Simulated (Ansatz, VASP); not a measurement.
## SiO2: VASP beside Ansatz

```
CELL_PARAMETERS angstrom
-2.37405 2.37405 3.74400
2.37405 -2.37405 3.74400
2.37405 2.37405 -3.74400
ATOMIC_POSITIONS crystal
Si 0.00000 0.00000 0.00000
Si 0.75000 0.25000 0.50000
O 0.99838 0.62500 0.87338
O 0.37500 0.24838 0.37338
O 0.75162 0.12500 0.12662
O 0.87500 0.00162 0.62662
```

Alike in both runs: task relaxation of cell and atoms; functional LDA; k mesh 8 × 8 × 8; occupations gaussian, width 0.02 eV; no spin polarisation.

|  | VASP | Ansatz |
| --- | --- | --- |
| version | VASP 6.6.1 | Ansatz 0.2.0 |
| potentials or method | VASP PAW LDA potentials, release 64 (Si, O), cutoff 600 eV | scalar-relativistic, plane waves, PAW |
| valence electrons in the cell | 32 | 32 |

|  | VASP | Ansatz | Ansatz less VASP |
| --- | --- | --- | --- |
| gap on the k mesh at the Fermi level, each at its own relaxed structure (eV) | 5.76 | 5.77 | +0.004 |
| relaxed volume (Å³/atom) | 14.74 | 14.73 | -0.012 |
| relaxed length of the cell vector where the two differ most in proportion (Å) | 5.040 | 5.040 | +0.0004 |

LDA's correlation is that of Perdew and Zunger in VASP and of Perdew and Wang (1992) in Ansatz.
